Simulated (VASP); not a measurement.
# RbBr (P1) in VASP: further runs

Runs on RbBr. Level: PBE. Tasks: single point.

All numbers are computed with VASP 6.6.1; they aren't measurements. Logs are shortened: lines on timing, memory, paths and dates and some standing lists are left out, and cuts for length are marked.

### 1 The cell of the first run

The typed cell holds 16 atoms: a = 8.361 Å, b = 8.361 Å, c = 8.361 Å, α = 90.00°, β = 90.00°, γ = 90.00°.

### 2 Single point, PBE (dynamics (nve) at 1200 K, volume x 1.04, from the last frame before)

INCAR reads:

```
PREC = Accurate
ENCUT = 520
EDIFF = 1E-6
ISMEAR = -1
SIGMA = 0.1034
LREAL = Auto
LASPH = True
NELM = 100
ALGO = Normal
ISIF = 2
LWAVE = False
LCHARG = True
GGA = PE
LELF = True
LVHAR = True
NBANDS = 78
```

KPOINTS reads:

```
Automatic mesh
0
Gamma
  1 1 1
```

POSCAR reads:

```
RbBr
1.0
    0.0000000000      8.3607480348      0.0000000000
    0.0000000000      0.0000000000      8.3607480348
    8.3607480348      0.0000000000      0.0000000000
Rb Br
8 8
Direct
    0.0015514162     -0.0037562428     -0.0142716895
    0.0012861289      0.5126425270      0.0136144517
    0.5094025059      0.0313437265      0.0350834637
    0.4952658521      0.4328737076     -0.0389271389
    0.0158446349     -0.0001285770      0.5135123056
   -0.0208254093      0.4917653280      0.4931697478
    0.4982258744     -0.0185850595      0.5099997013
    0.5011862554      0.4943429682      0.5066984416
    0.2420467632      0.2601489712      0.2373909597
    0.2669084143      0.7523588767      0.2441824573
    0.7315481790      0.2809027362      0.2387927482
    0.7712622092      0.7456450038      0.2966556329
    0.2602801796      0.2321913054      0.7135691657
    0.2495813761      0.7746702775      0.7515128998
    0.7219056208      0.2324746532      0.7398481540
    0.7543950582      0.7852530626      0.7578541984
```

Potentials or basis: VASP PAW PBE potentials, release 64 (Rb_sv, Br).

Run with:

```
cat potpaw_PBE.64/Rb_sv/POTCAR potpaw_PBE.64/Br/POTCAR > POTCAR
mpirun -np 1 vasp_gam > vasp.out
```

OUTCAR:

```text
PREC = Accurate
   ENCUT = 520
   EDIFF = 1E-6
   ISMEAR = -1
   LREAL = Auto
   LASPH = True
   NELM = 100
   ISIF = 2
   GGA = PE

 ion  position               nearest neighbor table
   1  0.002  0.996  0.986-  16 3.32  14 3.40   9 3.65  15 3.69  13 3.71  10 3.71  12 3.85  11 3.90
                             5 3.95   2 4.05   3 4.15   3 4.28   2 4.32   5 4.41   4 5.51   4 5.59
   2  0.001  0.513  0.014-   9 3.47  11 3.52  10 3.56  12 3.62  14 3.73  16 3.75   6 4.02  15 4.02
                             1 4.05  13 4.06   4 4.21   4 4.31   1 4.32   6 4.36   3 5.76
   3  0.509  0.031  0.035-  11 3.27   9 3.39   4 3.42  15 3.48  10 3.55  16 3.72  13 3.79  14 3.87
                            12 3.91   7 3.99   1 4.15   1 4.28   7 4.41   4 5.04   8 5.53   5 5.75
   4  0.495  0.433  0.961-  15 3.13  11 3.30  13 3.31   3 3.42   9 3.45   8 3.83  14 3.93  16 4.03
                            10 4.05   2 4.21   2 4.31   8 4.59   3 5.04   7 5.34   1 5.51   1 5.59
   5  0.016  1.000  0.514-  13 3.28  14 3.37  12 3.46  16 3.49  15 3.66   9 3.69  10 3.71   1 3.95
                             7 4.04  11 4.06   6 4.13   6 4.26   7 4.33   1 4.41   3 5.75   8 5.79
   6  0.979  0.492  0.493-  12 3.20  11 3.45   9 3.63  15 3.69  13 3.69  16 3.80  10 3.86  14 3.92
                             8 4.00   2 4.02   5 4.13   5 4.26   2 4.36   8 4.37   4 5.65   7 5.74
   7  0.498  0.981  0.510-  13 3.35  14 3.37  16 3.40  15 3.41  12 3.50  10 3.51   9 3.90  11 3.90
                             3 3.99   5 4.04   8 4.07   8 4.29   5 4.33   3 4.41   4 5.34   6 5.74
   8  0.501  0.494  0.507-  13 3.44  11 3.45  15 3.46  12 3.55  10 3.65   9 3.69  14 3.76   4 3.83
                            16 3.85   6 4.00   7 4.07   7 4.29   6 4.37   4 4.59   3 5.53   5 5.79
   9  0.242  0.260  0.237-   3 3.39   4 3.45   2 3.47   6 3.63   1 3.65   8 3.69   5 3.69   7 3.90

  10  0.267  0.752  0.244-   7 3.51   3 3.55   2 3.56   8 3.65   1 3.71   5 3.71   6 3.86   4 4.05

  11  0.732  0.281  0.239-   3 3.27   4 3.30   8 3.45   6 3.45   2 3.52   7 3.90   1 3.90   5 4.06

  12  0.771  0.746  0.297-   6 3.20   5 3.46   7 3.50   8 3.55   2 3.62   1 3.85   3 3.91
  13  0.260  0.232  0.714-   5 3.28   4 3.31   7 3.35   8 3.44   6 3.69   1 3.71   3 3.79   2 4.06

  14  0.250  0.775  0.752-   5 3.37   7 3.37   1 3.40   2 3.73   8 3.76   3 3.87   6 3.92   4 3.93

  15  0.722  0.232  0.740-   4 3.13   7 3.41   8 3.46   3 3.48   5 3.66   6 3.69   1 3.69   2 4.02

  16  0.754  0.785  0.758-   1 3.32   7 3.40   5 3.49   3 3.72   2 3.75   6 3.80   8 3.85   4 4.03

  LATTYP: Found a simple cubic cell.
 ALAT       =     8.3607480348

  Lattice vectors:

 A1 = (   0.0000000000,   8.3607480348,   0.0000000000)
 A2 = (   0.0000000000,   0.0000000000,   8.3607480348)
 A3 = (   8.3607480348,   0.0000000000,   0.0000000000)

Analysis of symmetry for initial positions (statically):
=====================================================================
 Subroutine PRICEL returns:
 Original cell was already a primitive cell.
[... 139 lines left out ...]
   EMIN   =  10.00;   EMAX   =-10.00  energy-range for DOS
   EFERMI =   0.00;   METHOD = LEGACY
   ISMEAR =    -1;   SIGMA  =   0.10  broadening in eV -4-tet -1-fermi 0-gaus
   EFERMI_NEDOS =   21; number of points for ismear=-14 and -15
   IALGO  =     38    algorithm
   IMIX   =      4    mixing-type and parameters
     AMIX     =   0.40;   BMIX     =  1.00
     AMIX_MAG =   1.60;   BMIX_MAG =  1.00
  volume/ion in A,a.u.               =      36.53       246.50
  Fermi-wavevector in a.u.,A,eV,Ry     =   0.986809  1.864798 13.249239  0.973792
  Thomas-Fermi vector in A             =   2.118217
   LORBIT       =      0    0 simple, 1 ext, 2 COOP (PROOUT), +10 PAW based schemes
   GGA     = PE    functional components
   LHFCALC =     F    Hartree Fock is set to
   AEXX    =    0.0000 exact exchange contribution
   IVDW    =     0    specifies the selected vdW correction
   LEPSILON=     F    determine dielectric tensor
   LRPA    =     F    only Hartree local field effects (RPA)
 non-spin polarized calculation
  energy-cutoff  :      520.00
  volume of cell :      584.43
 maximum number of plane-waves:      7830
 NGX is ok and might be reduce to    64
   NGX = 31   NGY = 31   NGZ = 31

 number of electron     127.9999999 magnetization

 Free energy of the ion-electron system (eV)
  ---------------------------------------------------
  ext. energy  EPLUGINS =         0.00000000
  ---------------------------------------------------
  free energy    TOTEN  =       -45.66065640 eV

  energy without entropy =      -45.66065620  energy(sigma->0) =      -45.66065630

 E-fermi :   1.3255     XC(G=0):  -7.6927

 val. band max:       -0.5734337997   @ k =   0.0000   0.0000   0.0000
 cond. band min:       3.1349473417   @ k =   0.0000   0.0000   0.0000
 fundamental gap:      3.7083811414
 Fermi energy:         1.3254781687

 k-point     1 :       0.0000    0.0000    0.0000
  band No.  band energies     occupation
      1     -26.2474      2.00000
      2     -26.1412      2.00000
      3     -26.0836      2.00000
      4     -26.0752      2.00000
      5     -26.0580      2.00000
      6     -26.0021      2.00000
[... 68 lines left out ...]
     75       5.9669      0.00000
     76       5.9779      0.00000
 [bands above 76 left out]

------------------------ aborting loop because EDIFF is reached ----------------------------------------

  FORCE on cell =-STRESS in cart. coord.  units (eV):
  Direction    XX          YY          ZZ          XY          YZ          ZX
  --------------------------------------------------------------------------------------
  -------------------------------------------------------------------------------------
  Total        6.9775482      6.9443655      7.5382626      0.6266592     -0.2082522      0.3789682
  in kB       19.1283726     19.0374050     20.6655247      1.7179345     -0.5709063      1.0389100
  external PRESSURE =      19.6104341 kB  Pullay stress =       0.0000000 kB

 VOLUME and BASIS-vectors are now :
 -----------------------------------------------------------------------------
  energy-cutoff  :      520.00
  volume of cell :      584.43
      direct lattice vectors                 reciprocal lattice vectors
     0.000000000  8.360748035  0.000000000     0.000000000  0.119606523  0.000000000
     0.000000000  0.000000000  8.360748035     0.000000000  0.000000000  0.119606523
     8.360748035  0.000000000  0.000000000     0.119606523  0.000000000  0.000000000

 POSITION                                       TOTAL-FORCE (eV/Angst)
 -----------------------------------------------------------------------------------
      8.24143      0.01297      8.32934         0.225723      0.092355      0.081100
      0.11383      0.01075      4.28608        -0.057338     -0.008303      0.105803
      0.29332      4.25899      0.26206        -0.165796     -0.127776     -0.740604
      8.03529      4.14079      3.61915         0.306652     -0.255338      0.890923
      4.29335      0.13247      8.35967        -0.277959     -0.163255     -0.136548
      4.12327      8.18663      4.11153         0.230042      0.284612     -0.026287
[... 8 lines left out ...]
      6.18568      6.03567      1.94366        -0.147020      0.509476      0.114763
      6.33623      6.30731      6.56530         0.258026     -0.032228     -0.423106
 -----------------------------------------------------------------------------------
    total drift:                               -0.010198     -0.005297     -0.014268

  FREE ENERGIE OF THE ION-ELECTRON SYSTEM (eV)
  ---------------------------------------------------
  free  energy   TOTEN  =       -45.6606564033 eV

  energy  without entropy=      -45.6606562026  energy(sigma->0) =      -45.66065630
```

stdout:

```text
POSCAR found type information on POSCAR RbBr
 POSCAR found :  2 types and      16 ions
 scaLAPACK will be used
 LDA part: xc-table for (Slater+PW92), standard interpolation
 POSCAR, INCAR and KPOINTS ok, starting setup
 FFT: planning ... GRIDC
 FFT: planning ... GRID_SOFT
 FFT: planning ... GRID
 WAVECAR not read
 entering main loop
```

Run time: 38 s. Hardware: 1 thread of AMD EPYC 9R45 (Zen 5), shared host; peak memory 0.48 GiB.

What came out:

```
Free energy            : -45.6607 eV
Pressure               : 2.0 GPa
Largest force          : 0.976 eV/Å
Band gap on the k mesh : 3.71 eV
```

Forces on the atoms (eV/Å):
```
Rb   0.226  0.092  0.081
Rb  -0.057 -0.008  0.106
Rb  -0.166 -0.128 -0.741
Rb   0.307 -0.255  0.891
Rb  -0.278 -0.163 -0.137
Rb   0.230  0.285 -0.026
Rb  -0.083  0.074 -0.028
Rb  -0.234 -0.136  0.159
Br  -0.070 -0.187 -0.024
Br  -0.053 -0.001 -0.020
Br   0.041  0.213 -0.091
Br  -0.286 -0.028  0.250
Br   0.211 -0.225  0.308
Br   0.103 -0.009 -0.420
Br  -0.147  0.509  0.115
Br   0.258 -0.032 -0.423
```

Caveat: the k points lie up to 0.75 Å⁻¹ apart. A k mesh can miss the band edges.

### 3 Single point, PBE (dynamics (nve) at 1200 K, volume x 1.04, from the last frame before)

INCAR reads:

```
ALGO     = Normal         # electronic algorithm
EDIFF    = 1E-7           # SCF threshold, eV
ENCUT    = 520            # plane-wave cutoff, eV
GGA      = PE             # functional
ISIF     = 2              # what is computed and relaxed
ISMEAR   = -1             # smearing method
LASPH    = True           # aspherical terms in the spheres
LCHARG   = False          # write CHGCAR
LREAL    = Auto         
LWAVE    = False          # write WAVECAR
NBANDS   = 78             # bands
NELM     = 100            # most SCF steps
PREC     = Accurate       # precision mode
SIGMA    = 0.1034         # smearing width, eV
```

KPOINTS reads:

```
k-points
0
Gamma
  1 1 1
```

POSCAR reads:

```
RbBr
1.0
    0.0000000000      8.3607480348      0.0000000000
    0.0000000000      0.0000000000      8.3607480348
    8.3607480348      0.0000000000      0.0000000000
Rb Br
8 8
Direct
    0.0069683956     -0.0037244275     -0.0198902059
    0.0019517392      0.5297499675      0.0252300391
    0.5145774017      0.0345412873      0.0647489911
    0.4804149082      0.3991517250     -0.0663130856
    0.0252935502     -0.0055283331      0.5165775816
   -0.0307246432      0.4808012373      0.4956265854
    0.4993233838     -0.0385879348      0.5173234479
    0.4972796672      0.4944953469      0.5044134786
    0.2264076123      0.2693018604      0.2216607883
    0.2843591255      0.7540935301      0.2365161576
    0.7212141754      0.3094042530      0.2285282360
    0.7908843769      0.7519729065      0.3315839669
    0.2617519379      0.2267330617      0.6844461735
    0.2488807211      0.7823648043      0.7574877240
    0.7145017378      0.2193553726      0.7229326820
    0.7572579599      0.8034723654      0.7765010945
```

Potentials or basis: VASP PAW PBE potentials, release 64 (Rb_sv, Br).

Run with:

```
cat potpaw_PBE.64/Rb_sv/POTCAR potpaw_PBE.64/Br/POTCAR > POTCAR
mpirun -np 1 vasp_gam > vasp.out
```

Run time: 38 s. Hardware: 1 thread of AMD EPYC 9R45 (Zen 5), shared host; peak memory 0.5 GiB.

It converged, with:

```
Free energy            : -44.8830 eV
Pressure               : 2.9 GPa
Largest force          : 1.401 eV/Å
Band gap on the k mesh : 3.68 eV
```

Forces on the atoms (eV/Å):
```
Rb   0.374  0.176  0.304
Rb  -0.120 -0.104  0.171
Rb  -0.261 -0.045 -0.954
Rb   0.526 -0.271  1.270
Rb  -0.353 -0.294 -0.141
Rb   0.419  0.454 -0.307
Rb  -0.043  0.100  0.034
Rb  -0.328 -0.140  0.180
Br  -0.056 -0.175 -0.136
Br   0.031 -0.006 -0.025
Br  -0.003  0.232 -0.065
Br  -0.618 -0.251  0.383
Br   0.201 -0.245  0.416
Br   0.130  0.043 -0.647
Br  -0.223  0.685  0.229
Br   0.324 -0.160 -0.713
```

Stress tensor (GPa, compression positive):
```
2.75 0.49 0.14
0.49 2.76 0.08
0.14 0.08 3.07
```

Levels at points of the mesh, in eV from the valence-band top:
| k point | band 61 | band 62 | band 63 | band 64 | band 65 | band 66 | band 67 | band 68 |
| --- | --- | --- | --- | --- | --- | --- | --- | --- |
| (0.00, 0.00, 0.00) | -0.20 | -0.12 | -0.03 | 0.00 | 3.68 | 5.16 | 5.21 | 5.34 |

Caveat: the k points lie up to 0.75 Å⁻¹ apart; forces of over 1 eV/Å act on the atoms, so gaps and moduli don't describe the material at rest. A k mesh can miss the band edges.

### 4 Single point, PBE (dynamics (nve) at 1200 K, volume x 1.04, from the last frame before)

INCAR reads:

```
SYSTEM = RbBr
  ALGO = Normal
  EDIFF = 1E-7
  ENCUT = 520
  GGA = PE
  ISIF = 2
  ISMEAR = -1
  LASPH = .True.
  LCHARG = .False.
  LREAL = Auto
  LWAVE = .False.
  NBANDS = 78
  NELM = 100
  PREC = Accurate
  SIGMA = 0.1034
```

KPOINTS reads:

```
k-points
0
Gamma
  1 1 1
  0 0 0
```

POSCAR reads:

```
RbBr
1.0
    0.0000000000      8.3607480348      0.0000000000
    0.0000000000      0.0000000000      8.3607480348
    8.3607480348      0.0000000000      0.0000000000
Rb Br
8 8
Direct
    0.0181821052      0.0070138461     -0.0124000866
   -0.0015419673      0.5527867818      0.0322059700
    0.5190717364      0.0043359757      0.0828035957
    0.4574765301      0.4126484838     -0.0736626672
    0.0255284574     -0.0150759238      0.5080071762
   -0.0247396524      0.4611510817      0.5122115847
    0.5039025195     -0.0560549126      0.5240576539
    0.4886120217      0.5009502717      0.4897842852
    0.2046522623      0.2726649566      0.2040575787
    0.2998963717      0.7536234765      0.2309830403
    0.7196009227      0.3335220710      0.2178507225
    0.8002092602      0.7704393163      0.3407380522
    0.2538353017      0.2372744630      0.6646773682
    0.2492587973      0.7646561017      0.7677838123
    0.7331696846      0.2161911820      0.6985919173
    0.7538259703      0.7930810703      0.8079228045
```

Run with:

```
cat potpaw_PBE.64/Rb_sv/POTCAR potpaw_PBE.64/Br/POTCAR > POTCAR
mpirun -np 1 vasp_gam > vasp.out
```

Run time: 36 s. Hardware: 1 thread of AMD EPYC 9R45 (Zen 5), shared host; peak memory 0.47 GiB.

Results (log left out):

```yaml
Free_energy: -45.3305 eV
Pressure: 2.8 GPa
Largest_force: 0.847 eV/Å
Band_gap_on_the_k_mesh: 3.72 eV
```

Forces on the atoms (eV/Å):
```
Rb   0.046 -0.036  0.188
Rb  -0.084 -0.205  0.089
Rb  -0.463  0.401  0.043
Rb   0.337  0.271  0.605
Rb   0.173  0.235  0.199
Rb  -0.017  0.043  0.183
Rb   0.295  0.007  0.275
Rb  -0.223  0.042 -0.027
Br   0.064  0.093 -0.196
Br   0.274 -0.312 -0.285
Br  -0.165 -0.058 -0.210
Br  -0.680 -0.401 -0.307
Br   0.203  0.091  0.037
Br  -0.068 -0.012 -0.377
Br   0.127  0.063  0.242
Br   0.181 -0.221 -0.459
```

Stress tensor (GPa, compression positive):
```
2.77 0.54 0.01
0.54 2.83 0.75
0.01 0.75 2.75
```

Levels at points of the mesh, in eV from the valence-band top:
| k point | band 61 | band 62 | band 63 | band 64 | band 65 | band 66 | band 67 | band 68 |
| --- | --- | --- | --- | --- | --- | --- | --- | --- |
| (0.00, 0.00, 0.00) | -0.28 | -0.21 | -0.12 | 0.00 | 3.72 | 5.25 | 5.33 | 5.51 |

Caveat: the k points lie up to 0.75 Å⁻¹ apart. A k mesh can miss the band edges.
